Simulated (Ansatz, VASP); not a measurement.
Two plane-wave programs on BeS

```
Be S
1.0
     3.30024    0.00000    0.00000
    -1.65012    2.85809    0.00000
     0.00000    0.00000    5.25522
Be S
2 2
Direct
  0.00000 0.00000 0.00000
  0.00000 0.00000 0.50000
  0.33333 0.66667 0.25000
  0.66667 0.33333 0.75000
```

Alike in both runs: task single point; functional PBE; k mesh 12 × 12 × 6; occupations fermi-dirac, width 0.02 eV; no spin polarisation.

```csv
,VASP,Ansatz
version,VASP 6.6.1,Ansatz 0.2.0
potentials or method,"VASP PAW PBE potentials, release 64 (Be, S)","plane waves, PAW"
plane-wave cutoff (eV),520,420
valence electrons in the cell,16,16
```

```csv
,VASP,Ansatz,Ansatz less VASP
gap on the k mesh at the Fermi level (eV),1.47,1.46,-0.008
pressure (GPa),-0.2,-0.1,+0.08
"traceless stress, the component that is largest in VASP (GPa)",-0.22,-0.22,+0.001
```

The functional is the same, so the differences come from potentials, cutoffs and numerics.
